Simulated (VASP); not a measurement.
# Ge (Cmce) in VASP: relaxation of cell and atoms with PBEsol

Aim: the relaxation of cell and atoms of Ge with PBEsol.

Program: VASP 6.6.1. These are calculated values, not measurements. Logs are shortened: lines on timing, memory, paths and dates and some standing lists are left out, and cuts for length are marked.

### 1 The cell of the first run

The structure is orthorhombic, space group Cmce (No. 64). The conventional cell has a = 3.571 Å, b = 11.327 Å, c = 4.725 Å, α = 90.00°, β = 90.00°, γ = 90.00°. Within 3.1 Å of Ge (site symmetry m) lie 3 Ge at 2.34 to 2.38 Å.

### 2 Relaxation of cell and atoms, PBEsol

INCAR reads:

```
PREC     = Accurate       # precision mode
ENCUT    = 600            # plane-wave cutoff, eV
EDIFF    = 1E-7           # SCF threshold, eV
ISMEAR   = 0              # smearing method
SIGMA    = 0.1            # smearing width, eV
LREAL    = False          # projectors in reciprocal space
LASPH    = True           # aspherical terms in the spheres
NELM     = 60             # most SCF steps
ALGO     = Normal         # electronic algorithm
ISIF     = 3              # what is computed and relaxed
LWAVE    = False          # write WAVECAR
LCHARG   = False          # write CHGCAR
GGA      = PS             # functional
IBRION   = 2              # ionic algorithm
NSW      = 90             # ionic steps
EDIFFG   = -0.04          # ionic threshold
```

KPOINTS reads:

```
regular mesh
0
Gamma
  6 6 4
```

POSCAR reads:

```
Ge
1.0
    1.7853927867     -5.6636327071      0.0000000000
    1.7853927867      5.6636327071      0.0000000000
    0.0000000000      0.0000000000      4.7250878585
Ge
4
Direct
    0.0980000000      0.9020000000      0.9100000000
    0.5980000000      0.4020000000      0.5900000000
    0.9020000000      0.0980000000      0.0900000000
    0.4020000000      0.5980000000      0.4100000000
```

Potentials or basis: VASP PAW PBE potentials, release 64 (Ge_d).

Started as:

```
$ cat potpaw_PBE.64/Ge_d/POTCAR > POTCAR
$ mpirun -np 1 vasp_std > vasp.out
```

OUTCAR:

```text
PREC = Accurate
   ENCUT = 600
   EDIFF = 1E-7
   ISMEAR = 0
   LREAL = False
   LASPH = True
   NELM = 60
   ISIF = 3
   GGA = PS
   IBRION = 2
   NSW = 90
   EDIFFG = -0.04

 ion  position               nearest neighbor table
   1  0.098  0.902  0.910-   2 2.34   2 2.34   3 2.38
   2  0.598  0.402  0.590-   1 2.34   1 2.34   4 2.38
   3  0.902  0.098  0.090-   4 2.34   4 2.34   1 2.38
   4  0.402  0.598  0.410-   3 2.34   3 2.34   2 2.38

  LATTYP: Found a base centered orthorhombic cell.
 ALAT       =     3.5707855734
 B/A-ratio  =     3.1722054381
 C/A-ratio  =     1.3232628399

  Lattice vectors:

 A1 = (   1.7853927867,  -5.6636327071,   0.0000000000)
 A2 = (   1.7853927867,   5.6636327071,   0.0000000000)
 A3 = (   0.0000000000,   0.0000000000,   4.7250878585)

Analysis of symmetry for initial positions (statically):
=====================================================================
 Subroutine PRICEL returns:
 Original cell was already a primitive cell.

 Routine SETGRP: Setting up the symmetry group for a
 base centered orthorhombic supercell.

 Subroutine GETGRP returns: Found  8 space group operations
 (whereof  4 operations were pure point group operations)
 out of a pool of  8 trial point group operations.

The static configuration has the point symmetry C_2h.
 The point group associated with its full space group is D_2h.

Analysis of symmetry for dynamics (positions and initial velocities):
=====================================================================
 Subroutine PRICEL returns:
 Original cell was already a primitive cell.

 Routine SETGRP: Setting up the symmetry group for a
 base centered orthorhombic supercell.

 Subroutine GETGRP returns: Found  8 space group operations
 (whereof  4 operations were pure point group operations)
 out of a pool of  8 trial point group operations.

The dynamic configuration has the point symmetry C_2h.
 The point group associated with its full space group is D_2h.

 Subroutine INISYM returns: Found  8 space group operations
 (whereof  4 operations are pure point group operations),
 and found     1 'primitive' translations

----------------------------------------------------------------------------------------

                                     Primitive cell

  volume of cell :      95.5584

  direct lattice vectors                    reciprocal lattice vectors
     1.785392787 -5.663632707  0.000000000     0.280050420 -0.088282561  0.000000000
     1.785392787  5.663632707  0.000000000     0.280050420  0.088282561  0.000000000
     0.000000000  0.000000000  4.725087859     0.000000000  0.000000000  0.211636276

  length of vectors
     5.938380490  5.938380490  4.725087859     0.293635911  0.293635911  0.211636276

  position of ions in fractional coordinates (direct lattice)
     0.098000000  0.902000000  0.910000000
     0.598000000  0.402000000  0.590000000
     0.902000000  0.098000000  0.090000000
     0.402000000  0.598000000  0.410000000

  ion indices of the primitive-cell ions
   primitive index   ion index
                 1           1
                 2           2
                 3           3
                 4           4

----------------------------------------------------------------------------------------

 KPOINTS: regular mesh

Automatic generation of k-mesh.
 Grid dimensions read from file:
 generate k-points for:    6    6    4

 Generating k-lattice:

  Cartesian coordinates                     Fractional coordinates (reciprocal lattice)
     0.046675070 -0.014713760  0.000000000     0.166666667  0.000000000  0.000000000
     0.046675070  0.014713760  0.000000000     0.000000000  0.166666667  0.000000000
     0.000000000  0.000000000  0.052909069     0.000000000  0.000000000  0.250000000

  Length of vectors
     0.048939319  0.048939319  0.052909069

  Shift w.r.t. Gamma in fractional coordinates (k-lattice)
     0.000000000  0.000000000  0.000000000

 Subroutine IBZKPT returns following result:
 ===========================================

 Found     39 irreducible k-points:

 Following reciprocal coordinates:
            Coordinates               Weight
  0.000000  0.000000  0.000000      1.000000
  0.166667  0.000000  0.000000      4.000000
  0.333333 -0.000000  0.000000      4.000000
  0.500000 -0.000000  0.000000      2.000000
  0.166667  0.166667  0.000000      2.000000
  0.333333  0.166667  0.000000      4.000000
[... 16 lines left out ...]
  0.333333  0.333333  0.250000      4.000000
  0.500000  0.333333  0.250000      8.000000
 [... further k-points ...]
   k-points           NKPTS =     39   k-points in BZ     NKDIM =     39   number of bands    NBANDS=     33
   number of dos      NEDOS =    301   number of ions     NIONS =      4
   total plane-waves  NPLWV =  92160
   dimension x,y,z NGX =    48 NGY =   48 NGZ =   40
   dimension x,y,z NGXF=    96 NGYF=   96 NGZF=   80
   ions per type =               4
   NGX,Y,Z   is equivalent  to a cutoff of  13.44, 13.44, 14.07 a.u.
   NGXF,Y,Z  is equivalent  to a cutoff of  26.88, 26.88, 28.15 a.u.
 SYSTEM =  unknown system
   PREC   = accura    normal or accurate (medium, high low for compatibility)
   ISTART =      0    job   : 0-new  1-cont  2-samecut
   ICHARG =      2    charge: 1-file 2-atom 10-const
   ISPIN  =      1    spin polarized calculation?
   LNONCOLLINEAR =      F non collinear calculations
   LSORBIT =      F    spin-orbit coupling
   LASPH  =      T    aspherical Exc in radial PAW
   ENCUT  =  600.0 eV  44.10 Ry    6.64 a.u.  11.86 11.86  9.44*2*pi/ulx,y,z
   NELM   =     60;   NELMIN=  2; NELMDL= -5     # of ELM steps
   EDIFF  = 0.1E-06   stopping-criterion for ELM
   LREAL  =      F    real-space projection
   EDIFFG = -.4E-01   stopping-criterion for IOM
   NSW    =     90    number of steps for IOM
   IBRION =      2    ionic relax: 0-MD 1-quasi-New 2-CG
   NFREE  =      1    steps in history (QN), initial steepest desc. (CG)
   ISIF   =      3    stress and relaxation
   ISYM   =      2    0-nonsym 1-usesym 2-fastsym
   POTIM  = 0.5000    time-step for ionic-motion
   TEBEG  =    0.0;   TEEND  =   0.0 temperature during run
   PSTRESS=    0.0 pullay stress
   NELECT =      56.0000    total number of electrons
   NUPDOWN=      -1.0000    fix difference up-down
   EMIN   =  10.00;   EMAX   =-10.00  energy-range for DOS
   EFERMI =   0.00;   METHOD = LEGACY
   ISMEAR =     0;   SIGMA  =   0.10  broadening in eV -4-tet -1-fermi 0-gaus
   EFERMI_NEDOS =   21; number of points for ismear=-14 and -15
   IALGO  =     38    algorithm
   IMIX   =      4    mixing-type and parameters
     AMIX     =   0.40;   BMIX     =  1.00
     AMIX_MAG =   1.60;   BMIX_MAG =  1.00
  volume/ion in A,a.u.               =      23.89       161.21
  Fermi-wavevector in a.u.,A,eV,Ry     =   1.369981  2.588889 25.536072  1.876848
  Thomas-Fermi vector in A             =   2.495808
   LORBIT       =      0    0 simple, 1 ext, 2 COOP (PROOUT), +10 PAW based schemes
   GGA     = PS    functional components
   LHFCALC =     F    Hartree Fock is set to
   AEXX    =    0.0000 exact exchange contribution
   IVDW    =     0    specifies the selected vdW correction
   LEPSILON=     F    determine dielectric tensor
   LRPA    =     F    only Hartree local field effects (RPA)
 conjugate gradient relaxation of ions
 non-spin polarized calculation
 Gauss-broadening in eV      SIGMA  =   0.10
  energy-cutoff  :      600.00
  volume of cell :       95.56
 maximum number of plane-waves:      3217
   NGX = 23   NGY = 23   NGZ = 19

--------------------------------------- Ionic step        1  -------------------------------------------

 number of electron      55.9999988 magnetization

 Free energy of the ion-electron system (eV)
  ---------------------------------------------------
  ext. energy  EPLUGINS =         0.00000000
  ---------------------------------------------------
  free energy    TOTEN  =       -16.81697646 eV

  energy without entropy =      -16.79983320  energy(sigma->0) =      -16.80840483

------------------------ aborting loop because EDIFF is reached ----------------------------------------

  FORCE on cell =-STRESS in cart. coord.  units (eV):
  Direction    XX          YY          ZZ          XY          YZ          ZX
  --------------------------------------------------------------------------------------
  -------------------------------------------------------------------------------------
  Total        7.5364419      0.0740092      4.4645283      0.0000000      0.0000000      0.0000000
  in kB      126.3595870      1.2408734     74.8544151      0.0000000      0.0000000      0.0000000
  external PRESSURE =      67.4849585 kB  Pullay stress =       0.0000000 kB
[... 95 lines left out ...]
  FREE ENERGIE OF THE ION-ELECTRON SYSTEM (eV)
  ---------------------------------------------------
  free  energy   TOTEN  =       -17.1702524309 eV

  energy  without entropy=      -17.1562862116  energy(sigma->0) =      -17.16326932

 E-fermi :   3.5255     XC(G=0):  -9.8192

 val. band max:        3.5118213521   @ k =   0.3333   0.1667   0.2500
 cond. band min:       3.5286059965   @ k =   0.3333  -0.0000   0.5000
 fundamental gap:      0.0167846444
 Fermi energy:         3.5254663506

 k-point     1 :       0.0000    0.0000    0.0000
  band No.  band energies     occupation
      1     -20.9191      2.00000
      2     -20.8860      2.00000
      3     -20.8743      2.00000
      4     -20.8444      2.00000
      5     -20.8421      2.00000
      6     -20.8075      2.00000
[... 853 lines left out ...]
     32       7.6240      0.00000
     33       7.8343      0.00000

 [... further k-points ...]

 E-fermi :  13.1279     XC(G=0): -13.6464

 val. band max:       13.0348070713   @ k =  -0.1667   0.1667   0.2500
 cond. band min:      13.2112447317   @ k =   0.3333  -0.0000   0.5000
 fundamental gap:      0.1764376603
 Fermi energy:        13.1279268381

 k-point     1 :       0.0000    0.0000    0.0000
  band No.  band energies     occupation
      1     -18.0317      2.00000
      2     -18.0161      2.00000
      3     -16.4394      2.00000
      4     -16.4232      2.00000
      5     -15.7478      2.00000
      6     -15.6728      2.00000
[... 853 lines left out ...]
     32      21.1416      0.00000
     33      22.1139      0.00000

 [... further k-points ...]

[... ionic steps 4 to 30 ...]

--------------------------------------- Ionic step       31  -------------------------------------------

 number of electron      56.0000002 magnetization

------------------------ aborting loop because EDIFF is reached ----------------------------------------
[... 71 lines left out ...]
--------------------------------------- Ionic step       33  -------------------------------------------

 number of electron      56.0000000 magnetization

 Free energy of the ion-electron system (eV)
  ---------------------------------------------------
  ext. energy  EPLUGINS =         0.00000000
  ---------------------------------------------------
  free energy    TOTEN  =       -18.77140481 eV

  energy without entropy =      -18.76381226  energy(sigma->0) =      -18.76760854

 E-fermi :   5.5880     XC(G=0): -10.9243

 val. band max:        5.5345408616   @ k =   0.1667   0.0000   0.2500
 cond. band min:       5.6362788885   @ k =   0.5000   0.3333   0.2500
 fundamental gap:      0.1017380269
 Fermi energy:         5.5880040212

 k-point     1 :       0.0000    0.0000    0.0000
  band No.  band energies     occupation
      1     -18.9085      2.00000
      2     -18.9046      2.00000
      3     -18.8907      2.00000
      4     -18.8286      2.00000
      5     -18.8087      2.00000
      6     -18.8015      2.00000
[... 853 lines left out ...]
     32      10.2290      0.00000
     33      11.1076      0.00000

 [... further k-points ...]
[... 5 lines left out ...]
  --------------------------------------------------------------------------------------
  -------------------------------------------------------------------------------------
  Total       -0.0505328     -0.1433475      0.0783649      0.0000000      0.0000000      0.0000000
  in kB       -1.0004824     -2.8380905      1.5515204      0.0000000      0.0000000      0.0000000
  external PRESSURE =      -0.7623508 kB  Pullay stress =       0.0000000 kB
[... 19 lines left out ...]
  FREE ENERGIE OF THE ION-ELECTRON SYSTEM (eV)
  ---------------------------------------------------
  free  energy   TOTEN  =       -18.7714048066 eV

  energy  without entropy=      -18.7638122642  energy(sigma->0) =      -18.76760854

 reached required accuracy - stopping structural energy minimisation
```

Wall time 30 min (1 thread of Intel Xeon 6975P-C (Granite Rapids), shared host); peak memory 0.4 GiB.

What came out:

| Quantity | Value |
| --- | --- |
| Free energy | -18.7714 eV |
| Relaxed volume | 20.23 Å³/atom |
| Relaxed cell | a = 4.837 Å, b = 4.837 Å, c = 3.917 Å, α = 90.00°, β = 90.00°, γ = 118.01° |
| Space group after relaxing (to 0.1 Å) | Cmce (No. 64) |
| Pressure after relaxing | -0.1 GPa |
| Largest force after relaxing | 0.007 eV/Å |
| Band gap on the k mesh | zero (bands 28 and 29 overlap by 1.46 eV) |

Forces in eV/Å, atoms in the order of the input:
```
Ge   0.000 -0.005  0.005
Ge   0.000 -0.005 -0.005
Ge   0.000  0.005 -0.005
Ge   0.000  0.005  0.005
```

Stress tensor (GPa, compression positive):
```
-0.10  0.00  0.00
 0.00 -0.28  0.00
 0.00  0.00  0.16
```

Final structure:
```
Ge
1.0
     2.49088   -4.14672    0.00000
     2.49088    4.14672    0.00000
     0.00000    0.00000    3.91730
Ge
4
Direct
  0.14762 0.85238 0.87011
  0.64762 0.35238 0.62989
  0.85238 0.14762 0.12989
  0.35238 0.64762 0.37011
```

Caveat: the volume moved by over 15 % at a fixed basis, so the end points are rough; the PAW data sets were made with another functional, which shifts forces and pressure a little.

The gap in the log of VASP goes by the Fermi energy; the results here count the filled bands.